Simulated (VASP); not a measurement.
The system is Si.

```xyz
2
Lattice="0.0000 2.7136 2.7136 2.7136 0.0000 2.7136 2.7136 2.7136 0.0000" Properties=species:S:1:pos:R:3 pbc="T T T"
Si    4.0703    4.0703    4.0703
Si    2.7136    2.7136    2.7136
```

```yaml
Program: VASP 6.6.1
Task: relaxation of cell and atoms
Functional: PBE
Potentials_or_basis: VASP PAW PBE potentials, release 64 (Si)
Cutoff: 600 eV
k_mesh: 6 × 6 × 6
Occupations: gaussian, width 0.01 eV
Spin: no spin polarisation
```

At the start: pressure 2.2 GPa; volume 19.98 Å³/atom.

Q: Where does the relaxation end?

A: Over 3 steps the energy falls by 3.2 meV/atom and the volume is 20.46 Å³/atom (+2.4 %); space group Fd-3m (No. 227, to 0.05 Å).

Step by step:
| step | energy change (eV) | largest force (eV/Å) | pressure (GPa) | volume (Å³) |
| --- | --- | --- | --- | --- |
| 1 | 0.0000 | 0.0000 | 2.22 | 39.96 |
| 2 | -0.0035 | 0.0000 | -1.39 | 41.58 |
| 3 | -0.0064 | 0.0000 | 0.00 | 40.91 |

Final structure:
```
CELL_PARAMETERS angstrom
0.00000 2.73495 2.73495
2.73495 0.00000 2.73495
2.73495 2.73495 0.00000
ATOMIC_POSITIONS crystal
Si 0.75000 0.75000 0.75000
Si 0.50000 0.50000 0.50000
```
